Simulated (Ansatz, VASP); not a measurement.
## One calculation of ScAl3N4, two programs

File POSCAR:

```
ScAl3N4
1.0
   -3.2052862866      0.0000000000      0.0000000000
    0.0000000000      5.5969653234      0.0002871281
    1.6026431433     -2.7987429175     -5.0597362566
Sc Al N
1 3 4
Direct
    0.0295000000      0.3628333300      0.0590000000
    0.5295000000      0.8628333300      0.0590000000
    0.7795000000      0.4461666700      0.5590000000
    0.2795000000      0.9461666700      0.5590000000
    0.7795000000      0.1128333300      0.5590000000
    0.2795000000      0.6128333300      0.5590000000
    0.5295000000      0.1961666700      0.0590000000
    0.0295000000      0.6961666700      0.0590000000
```

Contents of INCAR.step1:

```
  ALGO = Normal
  EDIFF = 1E-4
  ENCUT = 520
  GGA = PE
  ISMEAR = 0
  LASPH = True
  LCHARG = False
  LREAL = False
  LWAVE = True
  NBANDS = 30
  NELM = 100
  PREC = Accurate
  SIGMA = 0.01
```

The input INCAR.step2:

```
  ALGO = Normal
  EDIFF = 1E-7
  ENCUT = 520
  ISIF = 2
  ISMEAR = 0
  ISTART = 1
  LASPH = True
  LCHARG = False
  LMIXTAU = True
  LREAL = False
  LWAVE = False
  METAGGA = R2SCAN
  NBANDS = 30
  NELM = 100
  PREC = Accurate
  SIGMA = 0.01
```

The input KPOINTS:

```
k-points
0
Gamma
  10 10 10
```

Input for Ansatz:

```yaml
crystal:
  lattice:
    - [-3.2052862866, 0.0, 0.0]
    - [0.0, 5.5969653234, 0.0002871281]
    - [1.6026431433, -2.7987429175, -5.0597362566]
  atoms:
    - { symbol: Sc, position: [0.0295, 0.36283333, 0.059] }
    - { symbol: Al, position: [0.5295, 0.86283333, 0.059] }
    - { symbol: Al, position: [0.7795, 0.44616667, 0.559] }
    - { symbol: Al, position: [0.2795, 0.94616667, 0.559] }
    - { symbol: "N", position: [0.7795, 0.11283333, 0.559] }
    - { symbol: "N", position: [0.2795, 0.61283333, 0.559] }
    - { symbol: "N", position: [0.5295, 0.19616667, 0.059] }
    - { symbol: "N", position: [0.0295, 0.69616667, 0.059] }
basis:
  ecutwfc: 600.0
  xc_grid: 2
kpoints:
  mp_grid: { grid: [10, 10, 10] }
hamiltonian:
  xc: r2scan
  pseudopotentials: { kind: paw, azcp: { folder: soft_1 } }
scf:
  occupations: { method: fixed }
output:
  forces: true
  stress: true
  eigenvalues: true
  polarization: {}
```

Change from the starting cell: polar distortion scaled by 0.00.

Alike in both runs: task single point; functional r2SCAN; k mesh 10 × 10 × 10; no spin polarisation.

|  | VASP | Ansatz |
| --- | --- | --- |
| version | VASP 6.6.1 | Ansatz 0.2.0 |
| potentials or method | VASP PAW PBE potentials, release 64 (Sc_sv, Al, N), cutoff 520 eV | scalar-relativistic, plane waves, PAW |
| occupations | gaussian, width 0.01 eV | fixed |
| valence electrons in the cell | 40 | 40 |

|  | VASP | Ansatz | Ansatz less VASP |
| --- | --- | --- | --- |
| gap on the k mesh at the Fermi level (eV) | 2.62 | 2.60 | -0.012 |
| least direct gap on the mesh (eV) | 2.62 | 2.60 | -0.012 |
| pressure (GPa) | 8.7 | 8.2 | -0.41 |
| traceless stress, the component that is largest in VASP (GPa) | -23.15 | -22.50 | +0.644 |
| rms of the force components (eV/Å) | 1.423 | 1.367 | -0.0553 |

VASP's potentials were made for PBE, not for r2SCAN. Atom by atom the forces differ by 0.056 eV/Å (rms over components).
